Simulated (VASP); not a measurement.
Runs of VASP 6.6.1 on Sc. The structure is that of space group Fd-3m (No. 227), or close to it. The cells are those of the table. This isn't the form of Sc at room conditions, which is hcp.

```csv
cell,k mesh,gap on the mesh (eV),pressure (GPa)
"a = 4.538 Å, angles 60.0°, 2 atoms",15 × 15 × 15,none,0.4
"a = 4.600 Å, angles 60.0°, 2 atoms",10 × 10 × 10,none,0.0
"a = 4.506 Å, angles 60.0°, 2 atoms",15 × 15 × 15,none,0.7
"a = 4.538 Å, angles 60.0°, 2 atoms",10 × 10 × 10,none,0.4
"a = 4.569 Å, angles 60.0°, 2 atoms",15 × 15 × 15,none,0.2
"a = 4.569 Å, angles 60.0°, 2 atoms",10 × 10 × 10,none,0.2
"a = 4.661 Å, angles 60.0°, 2 atoms",10 × 10 × 10,none,-0.3
"a = 4.506 Å, angles 60.0°, 2 atoms",10 × 10 × 10,none,0.7
"a = 4.691 Å, angles 60.0°, 2 atoms",10 × 10 × 10,none,-0.4
"a = 4.631 Å, angles 60.0°, 2 atoms",10 × 10 × 10,none,(a)
```

Alike in all rows: task single point; level PBE; potentials or basis VASP PAW PBE potentials, release 64 (Sc_sv); no spin polarisation; cutoff (eV) 520; smearing fermi-dirac 0.0612256 eV.

Estimate the missing entries.

(a) -0.1.

A gap of «none» marks levels without a gap at the run's occupations.
